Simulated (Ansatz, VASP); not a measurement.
## One calculation of SrO, two programs

```
CELL_PARAMETERS angstrom
3.94266 0.00000 0.00000
-1.97133 3.41444 0.00000
0.00000 0.00000 7.21296
ATOMIC_POSITIONS crystal
Sr 0.00000 0.00000 0.80540
Sr 0.00000 0.00000 0.19460
O 0.33333 0.66667 0.00000
O 0.66667 0.33333 0.00000
```

Alike in both runs: functional PBE; k mesh 12 × 12 × 8; occupations gaussian, width 0.1 eV; no spin polarisation.

Ansatz relaxed the structure, and its values are those at the end. VASP's run is a single point on that final structure, the one shown.

|  | VASP | Ansatz |
| --- | --- | --- |
| version | VASP 6.6.1 | Ansatz 0.2.0 |
| potentials or method | VASP PAW PBE potentials, release 64 (Sr_sv, O), cutoff 520 eV | scalar-relativistic, plane waves, PAW |
| valence electrons in the cell | 32 | 32 |

```csv
,VASP,Ansatz,Ansatz less VASP
gap on the k mesh at the Fermi level (eV),none,none,-
pressure (GPa),0.2,0.0,-0.24
rms of the force components (eV/Å),0.040,0.001,-0.0392
```

A gap of «none» marks a metal or a gap that the smearing closes.
